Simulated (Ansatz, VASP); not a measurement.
**Rh in VASP and in Ansatz**

```
Rh
1.0
     0.00000    2.53717    2.53717
     2.53717    0.00000    2.53717
     2.53717    2.53717    0.00000
Rh
2
Direct
  0.87500 0.87500 0.87500
  0.12500 0.12500 0.12500
```

Change from the starting cell: volume scaled by 0.78, LAPW.

Alike in both runs: task single point; functional PBE; k mesh 13 × 13 × 13; occupations fermi-dirac, width 0.05 eV; no spin polarisation.

|  | VASP | Ansatz |
| --- | --- | --- |
| version | VASP 6.6.1 | Ansatz 0.2.0 |
| potentials or method | VASP PAW PBE potentials, release 64 (Rh_pv), cutoff 500 eV | all-electron LAPW, scalar-relativistic |

Ansatz gave:

```
pressure (GPa) : 59.9
```

Question: Which values does VASP return?

Answer: Pressure (GPa): 60.5.

Both programs put the cell under a high pressure, so it lies far from rest at this level. Ansatz ran all-electron here, and VASP with PAW potentials.

Noted on VASP's run: the cell as given lies far from equilibrium.
